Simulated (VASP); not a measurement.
A run of VASP 6.6.1:

File INCAR:

```
SYSTEM = Li3Mg
PREC = Accurate
ENCUT = 600
EDIFF = 1E-6
ISMEAR = -1
SIGMA = 0.02
LREAL = .FALSE.
LASPH = .TRUE.
NELM = 100
ALGO = Normal
ISIF = 3
LWAVE = .FALSE.
LCHARG = .FALSE.
GGA = PS
IBRION = 2
NSW = 80
EDIFFG = -0.01
```

File KPOINTS:

```
regular mesh
0
G
  6 6 6
  0 0 0
```

Contents of POSCAR:

```
Li3Mg
1.0
    0.0000000000      3.4288777400      3.4288777400
    3.4288777400      0.0000000000      3.4288777400
    3.4288777400      3.4288777400      0.0000000000
Li Mg
3 1
Direct
    0.2500000000      0.2500000000      0.2500000000
    0.5000000000      0.5000000000      0.5000000000
    0.7500000000      0.7500000000      0.7500000000
    0.0000000000      0.0000000000      0.0000000000
```

Potentials or basis: VASP PAW PBE potentials, release 64 (Li_sv, Mg).

Command:

```console
$ cat potpaw_PBE.64/Li_sv/POTCAR potpaw_PBE.64/Mg/POTCAR > POTCAR
$ mpirun -np 1 vasp_std > vasp.out
```

Hardware: 1 thread of AMD EPYC 7R43 64-Core Processor (Zen 3), on a shared host.

Problem. Estimate the wall time of this run.

Solution. Run time: 62 s on 1 thread of AMD EPYC 7R43 64-Core Processor (Zen 3), with other jobs on the host, peak memory 0.2 GiB. Counts: scf iterations 23, k points 16, ion steps 3.
